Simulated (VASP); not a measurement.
HW4C4: relaxation of the atoms with PBE+D3(BJ)

System: HW4C4, a slab with vacuum.

```
CELL_PARAMETERS angstrom
5.67228 0.00000 0.00000
-2.83614 4.91234 0.00000
0.00000 0.00000 16.17972
ATOMIC_POSITIONS crystal
W 0.00000 0.00000 0.06181
W 0.00000 0.00000 0.23403
W 0.00000 0.50000 0.06181
W 0.00000 0.50000 0.23403
W 0.50000 0.00000 0.06181
W 0.50000 0.00000 0.23403
W 0.50000 0.50000 0.06181
W 0.50000 0.50000 0.23403
C 0.33333 0.16667 0.14792
C 0.33333 0.16667 0.32014
C 0.33333 0.66667 0.14792
C 0.33333 0.66667 0.32014
C 0.83333 0.16667 0.14792
C 0.83333 0.16667 0.32014
C 0.83333 0.66667 0.14792
C 0.83333 0.66667 0.32014
H 0.33333 0.66667 0.38812
H 0.00000 0.00000 0.35660
```

```
Program                   : VASP 6.6.1
Task                      : relaxation of the atoms
Functional                : PBE
Dispersion                : D3(BJ)
Potentials or basis       : VASP PAW PBE potentials, release 64 (W_sv, C, H)
Cutoff                    : 520 eV
k mesh                    : 5 × 5 × 1
Occupations               : fermi-dirac, width 0.05 eV
Spin                      : no spin polarisation
Dipole correction         : no
Atoms held fixed (from 0) : [0, 2, 4, 6]
Further INCAR settings    : ALGO = Normal; EDIFF = 1e-07; NELMDL = -8; IBRION = 2; EDIFFG = -0.03; NSW = 80
```

```
Energy gained by relaxing  : 111.4 meV/atom
Ionic steps                : 18
Band gap on the k mesh     : zero (bands 73 and 74 overlap by 0.73 eV)
Dispersion energy per atom : -0.280 eV
```

The path:
```csv
step,energy change (eV),largest force on free atoms (eV/Å),pressure (GPa)
1,0.0000,5.0941,2.45
2,0.0562,5.9058,8.83
3,-1.9130,1.6742,4.06
4,-1.8504,3.9103,4.48
5,-1.9640,0.5312,4.19
6,-1.9902,0.2835,4.30
7,-1.9903,0.3153,4.31
8,-1.9989,0.1935,4.45
9,-1.9991,0.1506,4.43
10,-2.0028,0.1317,4.51
11,-2.0030,0.1712,4.53
12,-2.0048,0.1004,4.65
13,-2.0050,0.1473,4.70
14,-2.0051,0.1958,4.76
15,-2.0055,0.0680,4.73
16,-2.0058,0.0405,4.74
17,-2.0058,0.0419,4.74
18,-2.0058,0.0192,4.77
```

Final structure:
```
W C H
1.0
     5.67228    0.00000    0.00000
    -2.83614    4.91234    0.00000
     0.00000    0.00000   16.17972
W C H
8 8 2
Direct
  0.00000 0.00000 0.06181
  0.00000 0.00000 0.23895
  0.00000 0.50000 0.06181
  0.00066 0.50033 0.24101
  0.50000 0.00000 0.06181
  0.49967 0.99934 0.24101
  0.50000 0.50000 0.06181
  0.49967 0.50033 0.24101
  0.33205 0.16602 0.14460
  0.34318 0.17159 0.31323
  0.33333 0.66667 0.14529
  0.33333 0.66667 0.32022
  0.83398 0.16602 0.14460
  0.82841 0.17159 0.31323
  0.83398 0.66795 0.14460
  0.82841 0.65682 0.31323
  0.33333 0.66667 0.38745
  0.00000 0.00000 0.35034
```

Levels at points of the mesh, in eV from the Fermi level:
| k point | band 70 | band 71 | band 72 | band 73 | band 74 | band 75 | band 76 | band 77 |
| --- | --- | --- | --- | --- | --- | --- | --- | --- |
| (0.00, 0.00, 0.00) | 0.30 | 0.30 | 0.47 | 0.47 | 0.50 | 0.62 | 0.96 | 0.96 |

Run time: 23 min on 4 MPI ranks on Intel(R) Xeon(R) Platinum 8488C (Sapphire Rapids) (shared host), peak memory 0.63 GiB a rank.

Caveat: there is no dipole correction, which matters where the two faces differ; spin-orbit coupling is left out, which moves the levels of the heavy elements.
